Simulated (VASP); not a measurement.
# BiTe (R-3m) in VASP: elastic constants with PBEsol

Aim: the elastic constants of BiTe with PBEsol.

All numbers are computed with VASP 6.6.1; they aren't measurements. Logs are shortened: lines on timing, memory, paths and dates and some standing lists are left out, and cuts for length are marked.

## 1. The cell of the first run

Symmetry: R-3m, No. 166, trigonal system. The conventional cell has a = 4.845 Å, b = 4.845 Å, c = 9.952 Å, α = 90.00°, β = 90.00°, γ = 120.00°. Within 4.3 Å of Bi (site symmetry -3m) lie 6 Te at 3.25 Å. Te (site symmetry -3m) has 6 Bi at 3.25 Å within 4.3 Å.

## 2. Elastic constants, PBEsol

INCAR

```
  PREC = Accurate
  ENCUT = 600
  EDIFF = 1E-8
  ISMEAR = -1
  SIGMA = 0.05
  LREAL = F
  LASPH = T
  NELM = 100
  ALGO = Normal
  ISIF = 3
  LWAVE = F
  LCHARG = F
  GGA = PS
  NBANDS = 18
  IBRION = 6
  NFREE = 2
  POTIM = 0.015
  NSW = 1
```

KPOINTS

```
regular mesh
0
Gamma
  5 5 5
```

POSCAR

```
BiTe
1.0
    2.4227077728      1.3987509848      3.3172919545
   -2.4227077728      1.3987509848      3.3172919545
    0.0000000000     -2.7975019696      3.3172919545
Bi Te
1 1
Direct
    0.5000000000      0.5000000000      0.5000000000
    0.0000000000      0.0000000000      0.0000000000
```

Potentials or basis: VASP PAW PBE potentials, release 64 (Bi_d, Te).

Started as:

```console
cat potpaw_PBE.64/Bi_d/POTCAR potpaw_PBE.64/Te/POTCAR > POTCAR
mpirun -np 1 vasp_std > vasp.out
```

OUTCAR:

```text
PREC = Accurate
   ENCUT = 600
   EDIFF = 1E-8
   ISMEAR = -1
   LREAL = F
   LASPH = T
   NELM = 100
   ISIF = 3
   GGA = PS
   IBRION = 6
   NFREE = 2
   POTIM = 0.015
   NSW = 1

 ion  position               nearest neighbor table
   1  0.500  0.500  0.500-   2 3.25   2 3.25   2 3.25   2 3.25   2 3.25   2 3.25
   2  0.000  0.000  0.000-   1 3.25   1 3.25   1 3.25   1 3.25   1 3.25   1 3.25

  LATTYP: Found a trigonal (rhomboedric) cell.
 ALAT       =     4.3394058558
 COS(alpha) =     0.3765932224

  Lattice vectors:

 A1 = (   2.4227077728,   1.3987509848,   3.3172919545)
 A2 = (  -2.4227077728,   1.3987509848,   3.3172919545)
 A3 = (   0.0000000000,  -2.7975019696,   3.3172919545)

Analysis of symmetry for initial positions (statically):
=====================================================================
 Subroutine PRICEL returns:
 Original cell was already a primitive cell.

 Routine SETGRP: Setting up the symmetry group for a
 trigonal (rhombohedral) supercell.

 Subroutine GETGRP returns: Found 12 space group operations
 (whereof 12 operations were pure point group operations)
 out of a pool of 12 trial point group operations.

The static configuration has the point symmetry D_3d.

Analysis of symmetry for dynamics (positions and initial velocities):
=====================================================================
 Subroutine PRICEL returns:
 Original cell was already a primitive cell.

 Routine SETGRP: Setting up the symmetry group for a
 trigonal (rhombohedral) supercell.

 Subroutine GETGRP returns: Found 12 space group operations
 (whereof 12 operations were pure point group operations)
 out of a pool of 12 trial point group operations.

The dynamic configuration has the point symmetry D_3d.

 Subroutine INISYM returns: Found 12 space group operations
 (whereof 12 operations are pure point group operations),
 and found     1 'primitive' translations

----------------------------------------------------------------------------------------

                                     Primitive cell

  volume of cell :      67.4491

  direct lattice vectors                    reciprocal lattice vectors
     2.422707773  1.398750985  3.317291954     0.206380648  0.119153923  0.100483568
    -2.422707773  1.398750985  3.317291954    -0.206380648  0.119153923  0.100483568
     0.000000000 -2.797501970  3.317291954     0.000000000 -0.238307845  0.100483568

  length of vectors
     4.339405856  4.339405856  4.339405856     0.258626326  0.258626326  0.258626326

  position of ions in fractional coordinates (direct lattice)
     0.500000000  0.500000000  0.500000000
     0.000000000  0.000000000  0.000000000

  ion indices of the primitive-cell ions
   primitive index   ion index
                 1           1
                 2           2

----------------------------------------------------------------------------------------

 KPOINTS: regular mesh

Automatic generation of k-mesh.
 Grid dimensions read from file:
 generate k-points for:    5    5    5

 Generating k-lattice:

  Cartesian coordinates                     Fractional coordinates (reciprocal lattice)
     0.041276130  0.023830785  0.020096714     0.200000000 -0.000000000  0.000000000
    -0.041276130  0.023830785  0.020096714    -0.000000000  0.200000000  0.000000000
     0.000000000 -0.047661569  0.020096714     0.000000000  0.000000000  0.200000000

  Length of vectors
     0.051725265  0.051725265  0.051725265

  Shift w.r.t. Gamma in fractional coordinates (k-lattice)
     0.000000000  0.000000000  0.000000000

 Subroutine IBZKPT returns following result:
 ===========================================

 Found     19 irreducible k-points:

 Following reciprocal coordinates:
            Coordinates               Weight
  0.000000  0.000000  0.000000      1.000000
  0.200000 -0.000000  0.000000      6.000000
  0.400000 -0.000000  0.000000      6.000000
  0.200000  0.200000  0.000000      6.000000
  0.400000  0.200000  0.000000     12.000000
 -0.400000  0.200000 -0.000000     12.000000
[... 11 lines left out ...]
  0.400000  0.400000  0.400000      2.000000
 -0.400000  0.400000  0.400000      6.000000
   k-points           NKPTS =     19   k-points in BZ     NKDIM =     19   number of bands    NBANDS=     18
   number of dos      NEDOS =    301   number of ions     NIONS =      2
   total plane-waves  NPLWV =  46656
   dimension x,y,z NGX =    36 NGY =   36 NGZ =   36
   dimension x,y,z NGXF=    72 NGYF=   72 NGZF=   72
   ions per type =               1   1
   NGX,Y,Z   is equivalent  to a cutoff of  13.79, 13.79, 13.79 a.u.
   NGXF,Y,Z  is equivalent  to a cutoff of  27.58, 27.58, 27.58 a.u.
 SYSTEM =  unknown system
   PREC   = accura    normal or accurate (medium, high low for compatibility)
   ISTART =      0    job   : 0-new  1-cont  2-samecut
   ICHARG =      2    charge: 1-file 2-atom 10-const
   ISPIN  =      1    spin polarized calculation?
   LNONCOLLINEAR =      F non collinear calculations
   LSORBIT =      F    spin-orbit coupling
   LASPH  =      T    aspherical Exc in radial PAW
   ENCUT  =  600.0 eV  44.10 Ry    6.64 a.u.   8.67  8.67  8.67*2*pi/ulx,y,z
   NELM   =    100;   NELMIN=  2; NELMDL= -5     # of ELM steps
   EDIFF  = 0.1E-07   stopping-criterion for ELM
   LREAL  =      F    real-space projection
   EDIFFG = 0.1E-06   stopping-criterion for IOM
   NSW    =     61    number of steps for IOM
   IBRION =      6    ionic relax: 0-MD 1-quasi-New 2-CG
   NFREE  =      2    steps in history (QN), initial steepest desc. (CG)
   ISIF   =      3    stress and relaxation
   ISYM   =      2    0-nonsym 1-usesym 2-fastsym
   POTIM  = 0.0150    time-step for ionic-motion
   TEBEG  =    0.0;   TEEND  =   0.0 temperature during run
   PSTRESS=    0.0 pullay stress
   NELECT =      21.0000    total number of electrons
   NUPDOWN=      -1.0000    fix difference up-down
   EMIN   =  10.00;   EMAX   =-10.00  energy-range for DOS
   EFERMI =   0.00;   METHOD = LEGACY
   ISMEAR =    -1;   SIGMA  =   0.05  broadening in eV -4-tet -1-fermi 0-gaus
   EFERMI_NEDOS =   21; number of points for ismear=-14 and -15
   IALGO  =     38    algorithm
   IMIX   =      4    mixing-type and parameters
     AMIX     =   0.40;   BMIX     =  1.00
     AMIX_MAG =   1.60;   BMIX_MAG =  1.00
  volume/ion in A,a.u.               =      33.72       227.58
  Fermi-wavevector in a.u.,A,eV,Ry     =   1.109573  2.096789 16.750837  1.231152
  Thomas-Fermi vector in A             =   2.246114
   LORBIT       =      0    0 simple, 1 ext, 2 COOP (PROOUT), +10 PAW based schemes
   GGA     = PS    functional components
   LHFCALC =     F    Hartree Fock is set to
   AEXX    =    0.0000 exact exchange contribution
   IVDW    =     0    specifies the selected vdW correction
   LEPSILON=     F    determine dielectric tensor
   LRPA    =     F    only Hartree local field effects (RPA)
 finite differences with symmetry
 non-spin polarized calculation
  energy-cutoff  :      600.00
  volume of cell :       67.45
 maximum number of plane-waves:      2273
   NGX = 17   NGY = 17   NGZ = 17

--------------------------------------- Ionic step        1  -------------------------------------------

 number of electron      21.0000005 magnetization

 Free energy of the ion-electron system (eV)
  ---------------------------------------------------
  ext. energy  EPLUGINS =         0.00000000
  ---------------------------------------------------
  free energy    TOTEN  =        -7.98194210 eV

  energy without entropy =       -7.96881305  energy(sigma->0) =       -7.97537757

------------------------ aborting loop because EDIFF is reached ----------------------------------------

  FORCE on cell =-STRESS in cart. coord.  units (eV):
  Direction    XX          YY          ZZ          XY          YZ          ZX
  --------------------------------------------------------------------------------------
  -------------------------------------------------------------------------------------
  Total       -1.1182170     -1.1182170     -0.9743386      0.0000000      0.0000000      0.0000000
  in kB      -26.5619714    -26.5619714    -23.1443029      0.0000000      0.0000000      0.0000000
  external PRESSURE =     -25.4227486 kB  Pullay stress =       0.0000000 kB
[... 89 lines left out ...]
  FREE ENERGIE OF THE ION-ELECTRON SYSTEM (eV)
  ---------------------------------------------------
  free  energy   TOTEN  =        -7.9949255624 eV

  energy  without entropy=       -7.9821474163  energy(sigma->0) =       -7.98853649

[... ionic steps 4 to 18 ...]

--------------------------------------- Ionic step       19  -------------------------------------------

 number of electron      21.0000005 magnetization

------------------------ aborting loop because EDIFF is reached ----------------------------------------
[... 67 lines left out ...]
--------------------------------------- Ionic step       21  -------------------------------------------

 number of electron      21.0000005 magnetization

 Free energy of the ion-electron system (eV)
  ---------------------------------------------------
  ext. energy  EPLUGINS =         0.00000000
  ---------------------------------------------------
  free energy    TOTEN  =        -7.98170727 eV

  energy without entropy =       -7.96857215  energy(sigma->0) =       -7.97513971

 E-fermi :   6.4315     XC(G=0):  -9.6329

 val. band max:        6.4201414800   @ k =  -0.4000   0.4000   0.4000
 cond. band min:       6.4430820368   @ k =  -0.2000   0.2000   0.0000
 fundamental gap:      0.0229405569
 Fermi energy:         6.4314715327

 k-point     1 :       0.0000    0.0000    0.0000
  band No.  band energies     occupation
      1     -16.6156      2.00000
      2     -16.6156      2.00000
      3     -16.6072      2.00000
      4     -16.6048      2.00000
      5     -16.6048      2.00000
      6      -6.9832      2.00000
[... 417 lines left out ...]
  FREE ENERGIE OF THE ION-ELECTRON SYSTEM (eV)
  ---------------------------------------------------
  free  energy   TOTEN  =        -7.9817072740 eV

  energy  without entropy=       -7.9685721494  energy(sigma->0) =       -7.97513971

 INTERNAL STRAIN TENSORS FROM STRAINED CELLS
 ============================================

 INTERNAL STRAIN TENSOR FOR ION    1 for displacements in x,y,z  (eV/Angst):
          X           Y           Z          XY          YZ          ZX
  --------------------------------------------------------------------------------
  x    -0.00000    -0.00000    -0.00000     0.00000     0.00000     0.00000
  y    -0.00000    -0.00000     0.00000     0.00000     0.00000    -0.00000
  z     0.00000    -0.00000     0.00000    -0.00000     0.00000     0.00000

 INTERNAL STRAIN TENSORS FROM DISPLACED ATOMS
 ============================================

 INTERNAL STRAIN TENSOR FOR ION    1 for displacements in x,y,z  (eV/Angst):
          X           Y           Z          XY          YZ          ZX
  --------------------------------------------------------------------------------
  x     0.00000     0.00000     0.00000     0.00000     0.00000     0.00000
  y     0.00000     0.00000     0.00000     0.00000     0.00000     0.00000
  z     0.00000     0.00000     0.00000     0.00000     0.00000     0.00000

 INTERNAL STRAIN TENSOR FOR ION    2 for displacements in x,y,z  (eV/Angst):
          X           Y           Z          XY          YZ          ZX
  --------------------------------------------------------------------------------
  x     0.00000     0.00000     0.00000     0.00000     0.00000     0.00000
  y     0.00000     0.00000     0.00000     0.00000     0.00000     0.00000
  z     0.00000     0.00000     0.00000     0.00000     0.00000     0.00000

 Eigenvectors and eigenvalues of the dynamical matrix
 ----------------------------------------------------

   1 f  =    2.594608 THz    16.302404 2PiTHz   86.546812 cm-1    10.730432 meV
             X         Y         Z           dx          dy          dz
      0.000000  0.000000  4.975938     0.000000   -0.617577   -0.000000
      0.000000  0.000000  0.000000    -0.000000    0.786510    0.000000
[... 21 lines left out ...]
   6 f/i=    0.006132 THz     0.038526 2PiTHz    0.204528 cm-1     0.025358 meV
             X         Y         Z           dx          dy          dz
      0.000000  0.000000  4.975938    -0.556150    0.556144    0.000000
      0.000000  0.000000  0.000000    -0.436696    0.436691    0.000000

--------------------------------------------------------------------------------------------------------

 ELASTIC MODULI CONTR FROM IONIC RELAXATION (kBar)
 Direction    XX          YY          ZZ          XY          YZ          ZX
 --------------------------------------------------------------------------------
 XX           0.0000      0.0000      0.0000      0.0000      0.0000      0.0000
 YY           0.0000      0.0000      0.0000      0.0000      0.0000      0.0000
 ZZ           0.0000      0.0000      0.0000      0.0000      0.0000      0.0000
 XY           0.0000      0.0000      0.0000      0.0000      0.0000      0.0000
 YZ           0.0000      0.0000      0.0000      0.0000      0.0000      0.0000
 ZX           0.0000      0.0000      0.0000      0.0000      0.0000      0.0000
 --------------------------------------------------------------------------------

 TOTAL ELASTIC MODULI (kBar)
 Direction    XX          YY          ZZ          XY          YZ          ZX
 --------------------------------------------------------------------------------
 XX         823.3171    356.1086    358.0775      0.0000   -243.2597     -0.0000
 YY         356.1086    823.3171    358.0775      0.0000    243.2597      0.0000
 ZZ         358.0775    358.0775    344.1135      0.0000      0.0000      0.0000
 XY           0.0000     -0.0000      0.0000    233.6043      0.0000   -243.2597
 YZ        -243.2597    243.2597      0.0000      0.0000    384.8859      0.0000
 ZX           0.0000      0.0000      0.0000   -243.2597      0.0000    384.8859
 --------------------------------------------------------------------------------
```

Wall time 8.8 min (1 thread of Intel Xeon Platinum 8488C (Sapphire Rapids), shared host); peak memory 0.37 GiB.

Results:

| Quantity | Value |
| --- | --- |
| Voigt bulk modulus | 46 GPa |
| Highest phonon frequency at Γ, LO-TO splitting left out | 87 cm⁻¹ |

Phonon frequencies in cm⁻¹ (negative: imaginary):
```
              q point     frequencies
(0.000, 0.000, 0.000)  0 0 0 85 87 87
```

Elastic tensor in Voigt notation (GPa, in the Cartesian axes of the cell as first typed):
```
 82  36  36 -24   0   0
 36  82  36  24   0   0
 36  36  34   0   0   0
-24  24   0  38   0   0
  0   0   0   0  38 -24
  0   0   0   0 -24  23
```

Clamped-ion elastic tensor (GPa):
```
 82  36  36 -24   0   0
 36  82  36  24   0   0
 36  36  34   0   0   0
-24  24   0  38   0   0
  0   0   0   0  38 -24
  0   0   0   0 -24  23
```

Caveat: the cell is under stress, which shifts elastic constants; the PAW data sets were made with another functional, which shifts forces and pressure a little; spin-orbit coupling is left out, which moves the levels of the heavy elements.
